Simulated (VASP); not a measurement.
# CsMgBiO3 (R3m) in VASP: single point with PBEsol+D3(BJ)

Aim: the single point of CsMgBiO3 with PBEsol+D3(BJ).

Program: VASP 6.6.1. These are calculated values, not measurements. Logs are shortened: lines on timing, memory, paths and dates and some standing lists are left out, and cuts for length are marked.

### 1 The cell of the first run

Symmetry: R3m, No. 160, trigonal system. The conventional cell has a = 6.461 Å, b = 6.461 Å, c = 11.391 Å, α = 90.00°, β = 90.00°, γ = 120.00°. Cs (site symmetry 3m) has 9 O at 3.33 to 3.50 Å and 4 Bi at 3.74 to 4.01 Å and 4 Mg at 3.78 to 4.38 Å within 4.4 Å. Mg (site symmetry 3m) has 3 O at 1.91 Å within 2.5 Å. Bi (site symmetry 3m) has 3 O at 2.10 Å within 2.8 Å. Within 2.5 Å of O (site symmetry m) lie 1 Mg at 1.91 Å and 1 Bi at 2.10 Å.

### 2 Single point, PBEsol+D3(BJ)

File INCAR:

```
  ALGO = Normal
  EDIFF = 1E-6
  ENCUT = 520
  GGA = PS
  ISIF = 2
  ISMEAR = 0
  IVDW = 12
  LASPH = True
  LCHARG = True
  LELF = True
  LREAL = False
  LVHAR = True
  LWAVE = False
  NBANDS = 31
  NELM = 100
  PREC = Accurate
  SIGMA = 0.01
```

File KPOINTS:

```
k-points
0
Gamma
  4 4 4
```

File POSCAR:

```
CsMgBiO3
1.0
    3.2305000000      1.8651000000      3.7970000000
   -3.2305000000      1.8651000000      3.7970000000
    0.0000000000     -3.7303000000      3.7970000000
Cs Mg Bi O
1 1 1 3
Direct
    0.9173000000      0.9173000000      0.9173000000
    0.3022000000      0.3022000000      0.3022000000
    0.5653000000      0.5653000000      0.5653000000
    0.4914000000      0.9822000000      0.4914000000
    0.4914000000      0.4914000000      0.9822000000
    0.9822000000      0.4914000000      0.4914000000
```

Potentials or basis: VASP PAW PBE potentials, release 64 (Cs_sv, Mg, Bi_d, O).

Launch:

```bash
cat potpaw_PBE.64/Cs_sv/POTCAR potpaw_PBE.64/Mg/POTCAR potpaw_PBE.64/Bi_d/POTCAR potpaw_PBE.64/O/POTCAR > POTCAR
mpirun -np 1 vasp_std > vasp.out
```

OUTCAR:

```text
EDIFF = 1E-6
   ENCUT = 520
   GGA = PS
   ISIF = 2
   ISMEAR = 0
   IVDW = 12
   LASPH = True
   LREAL = False
   NELM = 100
   PREC = Accurate
 IVDW          = 12

 ion  position               nearest neighbor table
   1  0.917  0.917  0.917-
   2  0.302  0.302  0.302-   5 1.91   4 1.91   6 1.91   3 3.00
   3  0.565  0.565  0.565-   4 2.10   6 2.10   5 2.10   2 3.00
   4  0.491  0.982  0.491-   2 1.91   3 2.10
   5  0.491  0.491  0.982-   2 1.91   3 2.10
   6  0.982  0.491  0.491-   2 1.91   3 2.10

  LATTYP: Found a trigonal (rhomboedric) cell.
 ALAT       =     5.3227753344
 COS(alpha) =     0.2632956826

  Lattice vectors:

 A1 = (   3.2305000000,   1.8651000000,   3.7970000000)
 A2 = (  -3.2305000000,   1.8651000000,   3.7970000000)
 A3 = (   0.0000000000,  -3.7303000000,   3.7970000000)

Analysis of symmetry for initial positions (statically):
=====================================================================
 Subroutine PRICEL returns:
 Original cell was already a primitive cell.

 Routine SETGRP: Setting up the symmetry group for a
 trigonal (rhombohedral) supercell.

 Subroutine GETGRP returns: Found  6 space group operations
 (whereof  6 operations were pure point group operations)
 out of a pool of 12 trial point group operations.

The static configuration has the point symmetry C_3v.

Analysis of symmetry for dynamics (positions and initial velocities):
=====================================================================
 Subroutine PRICEL returns:
 Original cell was already a primitive cell.

 Routine SETGRP: Setting up the symmetry group for a
 trigonal (rhombohedral) supercell.

 Subroutine GETGRP returns: Found  6 space group operations
 (whereof  6 operations were pure point group operations)
 out of a pool of 12 trial point group operations.

The dynamic configuration has the point symmetry C_3v.

 Subroutine INISYM returns: Found  6 space group operations
 (whereof  6 operations are pure point group operations),
 and found     1 'primitive' translations

----------------------------------------------------------------------------------------

                                     Primitive cell

  volume of cell :     137.2687

  direct lattice vectors                    reciprocal lattice vectors
     3.230500000  1.865100000  3.797000000     0.154774803  0.089359116  0.087789390
    -3.230500000  1.865100000  3.797000000    -0.154774803  0.089359116  0.087789390
     0.000000000 -3.730300000  3.797000000     0.000000000 -0.178718233  0.087787036

  length of vectors
     5.322775334  5.322775334  5.322813832     0.199116218  0.199116218  0.199114968

  position of ions in fractional coordinates (direct lattice)
     0.917300000  0.917300000  0.917300000
     0.302200000  0.302200000  0.302200000
     0.565300000  0.565300000  0.565300000
     0.491400000  0.982200000  0.491400000
     0.491400000  0.491400000  0.982200000
     0.982200000  0.491400000  0.491400000

  ion indices of the primitive-cell ions
   primitive index   ion index
                 1           1
                 2           2
                 3           3
                 4           4
                 5           5
                 6           6

----------------------------------------------------------------------------------------

 KPOINTS: k-points

Automatic generation of k-mesh.
 Grid dimensions read from file:
 generate k-points for:    4    4    4

 Generating k-lattice:

  Cartesian coordinates                     Fractional coordinates (reciprocal lattice)
     0.038693701  0.022339779  0.021947347     0.250000000 -0.000000000 -0.000000000
    -0.038693701  0.022339779  0.021947347    -0.000000000  0.250000000 -0.000000000
     0.000000000 -0.044679558  0.021946759     0.000000000  0.000000000  0.250000000

  Length of vectors
     0.049779054  0.049779054  0.049778742

  Shift w.r.t. Gamma in fractional coordinates (k-lattice)
     0.000000000  0.000000000  0.000000000

 Subroutine IBZKPT returns following result:
 ===========================================

 Found     13 irreducible k-points:

 Following reciprocal coordinates:
            Coordinates               Weight
  0.000000  0.000000  0.000000      1.000000
  0.250000 -0.000000  0.000000      6.000000
  0.500000 -0.000000  0.000000      3.000000
  0.250000  0.250000  0.000000      6.000000
  0.500000  0.250000  0.000000     12.000000
 -0.250000  0.250000  0.000000      6.000000
  0.500000  0.500000  0.000000      3.000000
  0.250000  0.250000  0.250000      2.000000
  0.500000  0.250000  0.250000      6.000000
 -0.250000  0.250000  0.250000      6.000000
  0.500000  0.500000  0.250000      6.000000
 -0.250000  0.500000  0.250000      6.000000
  0.500000  0.500000  0.500000      1.000000
   k-points           NKPTS =     13   k-points in BZ     NKDIM =     13   number of bands    NBANDS=     31
   number of dos      NEDOS =    301   number of ions     NIONS =      6
   total plane-waves  NPLWV =  64000
   dimension x,y,z NGX =    40 NGY =   40 NGZ =   40
   dimension x,y,z NGXF=    80 NGYF=   80 NGZF=   80
   ions per type =               1   1   1   3
   NGX,Y,Z   is equivalent  to a cutoff of  12.49, 12.49, 12.49 a.u.
   NGXF,Y,Z  is equivalent  to a cutoff of  24.99, 24.99, 24.99 a.u.
 SYSTEM =  unknown system
   PREC   = accura    normal or accurate (medium, high low for compatibility)
   ISTART =      0    job   : 0-new  1-cont  2-samecut
   ICHARG =      2    charge: 1-file 2-atom 10-const
   ISPIN  =      1    spin polarized calculation?
   LNONCOLLINEAR =      F non collinear calculations
   LSORBIT =      F    spin-orbit coupling
   LASPH  =      T    aspherical Exc in radial PAW
   ENCUT  =  520.0 eV  38.22 Ry    6.18 a.u.   9.90  9.90  9.90*2*pi/ulx,y,z
   NELM   =    100;   NELMIN=  2; NELMDL= -5     # of ELM steps
   EDIFF  = 0.1E-05   stopping-criterion for ELM
   LREAL  =      F    real-space projection
   EDIFFG = 0.1E-04   stopping-criterion for IOM
   NSW    =      0    number of steps for IOM
   IBRION =     -1    ionic relax: 0-MD 1-quasi-New 2-CG
   NFREE  =      0    steps in history (QN), initial steepest desc. (CG)
   ISIF   =      2    stress and relaxation
   ISYM   =      2    0-nonsym 1-usesym 2-fastsym
   POTIM  = 0.5000    time-step for ionic-motion
   TEBEG  =    0.0;   TEEND  =   0.0 temperature during run
   PSTRESS=    0.0 pullay stress
   NELECT =      44.0000    total number of electrons
   NUPDOWN=      -1.0000    fix difference up-down
   EMIN   =  10.00;   EMAX   =-10.00  energy-range for DOS
   EFERMI =   0.00;   METHOD = LEGACY
   ISMEAR =     0;   SIGMA  =   0.01  broadening in eV -4-tet -1-fermi 0-gaus
   EFERMI_NEDOS =   21; number of points for ismear=-14 and -15
   IALGO  =     38    algorithm
   IMIX   =      4    mixing-type and parameters
     AMIX     =   0.40;   BMIX     =  1.00
     AMIX_MAG =   1.60;   BMIX_MAG =  1.00
  volume/ion in A,a.u.               =      22.88       154.39
  Fermi-wavevector in a.u.,A,eV,Ry     =   1.120388  2.117227 17.078984  1.255270
  Thomas-Fermi vector in A             =   2.257034
   LORBIT       =      0    0 simple, 1 ext, 2 COOP (PROOUT), +10 PAW based schemes
   GGA     = PS    functional components
   LHFCALC =     F    Hartree Fock is set to
   AEXX    =    0.0000 exact exchange contribution
   IVDW    =    12    specifies the selected vdW correction
   LEPSILON=     F    determine dielectric tensor
   LRPA    =     F    only Hartree local field effects (RPA)
 non-spin polarized calculation
 Gauss-broadening in eV      SIGMA  =   0.01
  energy-cutoff  :      520.00
  volume of cell :      137.27
 maximum number of plane-waves:      3706
   NGX = 19   NGY = 19   NGZ = 19

 number of electron      44.0000008 magnetization

 Free energy of the ion-electron system (eV)
  ---------------------------------------------------
  ext. energy  EPLUGINS =         0.00000000
  ---------------------------------------------------
  free energy    TOTEN  =       -32.05010890 eV

  energy without entropy =      -32.05010890  energy(sigma->0) =      -32.05010890

 E-fermi :   1.7426     XC(G=0):  -8.6307

 val. band max:        1.6279187474   @ k =   0.5000   0.5000   0.5000
 cond. band min:       4.1250143603   @ k =   0.5000   0.5000   0.5000
 fundamental gap:      2.4970956129
 Fermi energy:         1.7425797745

 k-point     1 :       0.0000    0.0000    0.0000
  band No.  band energies     occupation
      1     -20.5805      2.00000
      2     -20.5804      2.00000
      3     -20.3693      2.00000
      4     -20.3174      2.00000
      5     -20.3173      2.00000
      6     -18.9802      2.00000
[... 23 lines left out ...]
     30       9.2121      0.00000
     31       9.2121      0.00000

 k-point     2 :       0.2500   -0.0000    0.0000
  band No.  band energies     occupation
      1     -20.5803      2.00000
      2     -20.5770      2.00000
      3     -20.3693      2.00000
      4     -20.3178      2.00000
      5     -20.3175      2.00000
      6     -18.9719      2.00000
[... 23 lines left out ...]
     30       9.3802      0.00000
     31       9.6913      0.00000

 k-point     3 :       0.5000   -0.0000    0.0000
  band No.  band energies     occupation
      1     -20.5802      2.00000
      2     -20.5734      2.00000
      3     -20.3694      2.00000
      4     -20.3182      2.00000
      5     -20.3177      2.00000
      6     -18.9636      2.00000
[... 23 lines left out ...]
     30       9.3253      0.00000
     31       9.3887      0.00000

 k-point     4 :       0.2500    0.2500    0.0000
  band No.  band energies     occupation
      1     -20.5789      2.00000
      2     -20.5742      2.00000
      3     -20.3701      2.00000
      4     -20.3182      2.00000
      5     -20.3174      2.00000
      6     -18.9677      2.00000
[... 261 lines left out ...]
     30       9.4950      0.00000
     31       9.5145      0.00000

 k-point    12 :      -0.2500    0.5000    0.2500
  band No.  band energies     occupation
      1     -20.5751      2.00000
      2     -20.5701      2.00000
      3     -20.3710      2.00000
      4     -20.3188      2.00000
      5     -20.3176      2.00000
      6     -18.9553      2.00000
[... 23 lines left out ...]
     30       9.1807      0.00000
     31       9.5386      0.00000

 k-point    13 :       0.5000    0.5000    0.5000
  band No.  band energies     occupation
      1     -20.5679      2.00000
      2     -20.5677      2.00000
      3     -20.3741      2.00000
      4     -20.3180      2.00000
      5     -20.3179      2.00000
      6     -18.9544      2.00000
[... 23 lines left out ...]
     30       9.7669      0.00000
     31       9.7670      0.00000

------------------------ aborting loop because EDIFF is reached ----------------------------------------

 Edisp (eV)   -1.05072

 E8    (eV) :    -0.7284

  FORCE on cell =-STRESS in cart. coord.  units (eV):
  Direction    XX          YY          ZZ          XY          YZ          ZX
  --------------------------------------------------------------------------------------
  -------------------------------------------------------------------------------------
  Total      -3.32937    -3.32938    -1.69313     0.00000     0.00001     0.00000
  in kB     -38.85982   -38.85995   -19.76192     0.00000     0.00017     0.00000
  external pressure =      -32.49 kB  Pullay stress =        0.00 kB

 VOLUME and BASIS-vectors are now :
 -----------------------------------------------------------------------------
  energy-cutoff  :      520.00
  volume of cell :      137.27
      direct lattice vectors                 reciprocal lattice vectors
     3.230500000  1.865100000  3.797000000     0.154774803  0.089359116  0.087789390
    -3.230500000  1.865100000  3.797000000    -0.154774803  0.089359116  0.087789390
     0.000000000 -3.730300000  3.797000000     0.000000000 -0.178718233  0.087787036

 POSITION                                       TOTAL-FORCE (eV/Angst)
 -----------------------------------------------------------------------------------
      0.00000     -0.00009     10.44896         0.000000      0.000001     -0.082213
      0.00000     -0.00003      3.44236         0.000000     -0.000001      0.092457
      0.00000     -0.00006      6.43933         0.000000     -0.000005      0.581456
     -1.58553      0.91534      7.46110         0.210317     -0.121425     -0.197233
      0.00000     -1.83088      7.46110         0.000000      0.242855     -0.197233
      1.58553      0.91534      7.46110        -0.210317     -0.121425     -0.197233
 -----------------------------------------------------------------------------------
    total drift:                                0.000000      0.000814     -0.001200

  FREE ENERGIE OF THE ION-ELECTRON SYSTEM (eV)
  ---------------------------------------------------
  free  energy   TOTEN  =       -33.1008240992 eV

  energy  without entropy=      -33.1008240992  energy(sigma->0) =      -33.10082410
```

Run time: 28 s. Hardware: 1 thread of Intel Xeon 6975P-C (Granite Rapids), shared host; peak memory 0.28 GiB.

What came out:

```yaml
Free_energy: -33.1008 eV
Pressure: -3.2 GPa
Largest_force: 0.581 eV/Å
Band_gap_on_the_k_mesh: 2.50 eV, direct
Dispersion_energy_per_atom: -0.175 eV
```

Forces in eV/Å, atoms in the order of the input:
```
Cs   0.000  0.000 -0.082
Mg   0.000  0.000  0.092
Bi   0.000  0.000  0.581
O    0.210 -0.121 -0.197
O    0.000  0.243 -0.197
O   -0.210 -0.121 -0.197
```

Caveat: the PAW data sets were made with another functional, which shifts forces and pressure a little; spin-orbit coupling is left out, which moves the levels of the heavy elements. A k mesh can miss the band edges.
